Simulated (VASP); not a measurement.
BN: single point with PBE

Crystal: BN.

```
B N
1.0
     0.00000    1.87085    1.87085
     1.87085    0.00000    1.87085
     1.87085    1.87085    0.00000
B N
1 1
Direct
  0.00000 0.00000 0.00000
  0.75000 0.75000 0.75000
```

This cell differs from its parent crystal: volume scaled by 1.10.

```yaml
Program: VASP 6.6.1
Task: single point
Functional: PBE
Potentials_or_basis: VASP PAW PBE potentials, release 64 (B, N)
Cutoff: 520 eV
k_mesh: 12 × 12 × 12
Occupations: gaussian, width 0.02 eV
Spin: no spin polarisation
```

```json
{"Pressure": "-29.7 GPa", "Band gap on the k mesh": "4.34 eV, indirect (least direct gap 8.33 eV)"}
```

Levels at points of the mesh, in eV from the valence-band top:
```csv
k point,band 1,band 2,band 3,band 4,band 5,band 6,band 7,band 8
"(0.00, 0.00, 0.00)",-19.10,0.00,0.00,0.00,8.33,8.33,8.33,8.72
"(0.50, 0.00, 0.00)",-15.36,-9.78,-1.75,-1.75,8.84,10.13,10.13,14.20
"(0.50, 0.50, 0.00)",-14.13,-8.27,-4.42,-4.42,4.34,8.64,16.38,16.38
```

It took 7.4 s on 1 thread of Intel(R) Xeon(R) Platinum 8259CL CPU @ 2.50GHz (Skylake/Cascade Lake), with other jobs on the host, peak memory 0.12 GiB.

 A k mesh can miss the band edges.
